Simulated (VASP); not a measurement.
# Rb in VASP: a series of runs, part 2 of 2

VASP 6.6.1. The steps go on from the part before.

### 5 Single point, PBEsol (the cell strained at random)

INCAR

```
SYSTEM = Rb
ALGO     = Fast           ! electronic algorithm
EDIFF    = 1E-6           ! SCF threshold, eV
ENCUT    = 520            ! plane-wave cutoff, eV
GGA      = PS             ! functional
ISIF     = 2              ! what is computed and relaxed
ISMEAR   = 0              ! smearing method
LASPH    = .TRUE.         ! aspherical terms in the spheres
LCHARG   = .FALSE.        ! write CHGCAR
LREAL    = .FALSE.        ! projectors in reciprocal space
LWAVE    = .FALSE.        ! write WAVECAR
NBANDS   = 10             ! bands
NELM     = 80             ! most SCF steps
PREC     = Accurate       ! precision mode
SIGMA    = 0.1            ! smearing width, eV
```

KPOINTS

```
k-points
0
G
  10 10 10
  0 0 0
```

POSCAR

```
Rb
1.0
   -2.7531630200      2.7982273800      2.7887711600
    2.7707285800     -2.7701673800      2.7782767200
    2.7568108200      2.7738151800     -2.7607111600
Rb
1
Direct
    0.0000000000      0.0000000000      0.0000000000
```

Potentials or basis: VASP PAW PBE potentials, release 64 (Rb_sv).

Run with:

```sh
> cat potpaw_PBE.64/Rb_sv/POTCAR > POTCAR
> mpirun -np 1 vasp_std > vasp.out
```

OUTCAR:

```text
SYSTEM = Rb
   EDIFF = 1E-6
   ENCUT = 520
   GGA = PS
   ISIF = 2
   ISMEAR = 0
   LASPH = .TRUE.
   LREAL = .FALSE.
   NELM = 80
   PREC = Accurate

 ion  position               nearest neighbor table
   1  0.000  0.000  0.000-

  LATTYP: Found a triclinic cell.
 ALAT       =     4.8030808561
 B/A-ratio  =     1.6385343176
 C/A-ratio  =     0.9966566169
 COS(alpha) =     0.0011346765
 COS(beta)  =     0.3355699626
 COS(gamma) =     0.8145898305
[... 495 lines left out ...]
      8       4.4310      0.00000
      9       4.5560      0.00000
     10       5.0399      0.00000

 [... further k-points ...]

------------------------ aborting loop because EDIFF is reached ----------------------------------------

  FORCE on cell =-STRESS in cart. coord.  units (eV):
  Direction    XX          YY          ZZ          XY          YZ          ZX
  --------------------------------------------------------------------------------------
  -------------------------------------------------------------------------------------
  Total        0.0133738      0.0174908      0.0169733     -0.0012075     -0.0093724     -0.0058744
  in kB        0.2499414      0.3268846      0.3172129     -0.0225678     -0.1751595     -0.1097859
  external PRESSURE =       0.2980130 kB  Pullay stress =       0.0000000 kB

 VOLUME and BASIS-vectors are now :
 -----------------------------------------------------------------------------
  energy-cutoff  :      520.00
  volume of cell :       85.73
      direct lattice vectors                 reciprocal lattice vectors
    -2.753163020  2.798227380  2.788771160    -0.000685817  0.178567790  0.178730533
     2.770728580 -2.770167380  2.778276720     0.180343961 -0.001019807  0.179064523
     2.756810820  2.773815180 -2.760711160     0.180798647  0.179356465 -0.001474493

 POSITION                                       TOTAL-FORCE (eV/Angst)
 -----------------------------------------------------------------------------------
      0.00000      0.00000      0.00000        -0.000000      0.000000     -0.000000
 -----------------------------------------------------------------------------------
    total drift:                                0.000000     -0.000000      0.000000

  FREE ENERGIE OF THE ION-ELECTRON SYSTEM (eV)
  ---------------------------------------------------
  free  energy   TOTEN  =        -1.0240619940 eV

  energy  without entropy=       -1.0178469918  energy(sigma->0) =       -1.02095449
```

stdout:

```text
POSCAR found type information on POSCAR Rb
 POSCAR found :  1 types and       1 ions
 scaLAPACK will be used
 -----------------------------------------------------------------------------
|                                                                             |
|                                                                             |
|     You enforced a specific xc type in the INCAR file but a different       |
|     I HOPE YOU KNOW WHAT YOU ARE DOING!                                     |
|                                                                             |
 -----------------------------------------------------------------------------

 LDA part: xc-table for (Slater+PW92), standard interpolation
 POSCAR, INCAR and KPOINTS ok, starting setup
 FFT: planning ... GRIDC
 FFT: planning ... GRID_SOFT
 FFT: planning ... GRID
 WAVECAR not read
 entering main loop
WARNING in EDDRMM: call to ZHEGV failed, returncode =   8  4      5
WARNING in EDDRMM: call to ZHEGV failed, returncode =   6  3      5
WARNING in EDDRMM: call to ZHEGV failed, returncode =   6  3      5
WARNING in EDDRMM: call to ZHEGV failed, returncode =   8  4      5
WARNING in EDDRMM: call to ZHEGV failed, returncode =   6  3      6
WARNING in EDDRMM: call to ZHEGV failed, returncode =   8  4      7
WARNING in EDDRMM: call to ZHEGV failed, returncode =   8  4      9
WARNING in EDDRMM: call to ZHEGV failed, returncode =   8  4      8
WARNING in EDDRMM: call to ZHEGV failed, returncode =   6  3      5
WARNING in EDDRMM: call to ZHEGV failed, returncode =   6  3      5
```

Wall time 7 min (1 thread of Oxide Virtual Turin-like, shared host); peak memory 0.48 GiB.

Results:

```
Free energy            : -1.0241 eV
Pressure               : 0.0 GPa
Band gap on the k mesh : zero (an odd number of electrons rules out a gap without spin polarisation)
```

Levels at points of the mesh, in eV from the Fermi level:
```csv
k point,band 2,band 3,band 4,band 5,band 6,band 7
"(0.00, 0.00, 0.00)",-12.87,-12.87,-12.87,-2.06,3.70,3.72
"(0.50, 0.00, 0.00)",-12.99,-12.91,-12.87,0.19,0.79,2.62
"(0.00, 0.50, 0.00)",-12.99,-12.91,-12.87,0.21,0.81,2.58
"(0.50, 0.50, 0.00)",-12.99,-12.91,-12.87,0.23,0.83,2.58
"(0.00, 0.00, 0.50)",-12.99,-12.91,-12.87,0.22,0.82,2.58
"(0.50, 0.00, 0.50)",-12.99,-12.91,-12.87,0.24,0.85,2.57
"(0.00, 0.50, 0.50)",-12.99,-12.91,-12.87,0.23,0.83,2.62
"(0.50, 0.50, 0.50)",-12.96,-12.95,-12.95,1.21,1.23,3.36
```

Caveat: the cell differs from its parent crystal (the cell strained at random); the PAW data sets were made with another functional, which shifts forces and pressure a little.

### 6 The runs side by side

```csv
cell,gap on the mesh (eV),pressure (GPa)
"a = 4.967 Å, angles 109.5°, 1 atom",none,-0.2
"a = 4.744 Å, angles 108.6, 111.1, 108.6°, 1 atom",none,0.2
"a = 4.817, b = 4.863, c = 4.763 Å, angles 109.9, 108.7, 110.1°, 1 atom",none,0.0
"a = 4.815, b = 4.803, c = 4.787 Å, angles 109.6, 109.1, 109.3°, 1 atom",none,0.0
```

Alike in all rows: task single point; level PBEsol; potentials or basis VASP PAW PBE potentials, release 64 (Rb_sv); no spin polarisation; k mesh 10 × 10 × 10; cutoff (eV) 520; smearing gaussian 0.1 eV.

Caveats: the PAW data sets were made with another functional, which shifts forces and pressure a little.

Total energies depend on the potentials used, so only differences within one code and one set of settings carry meaning.
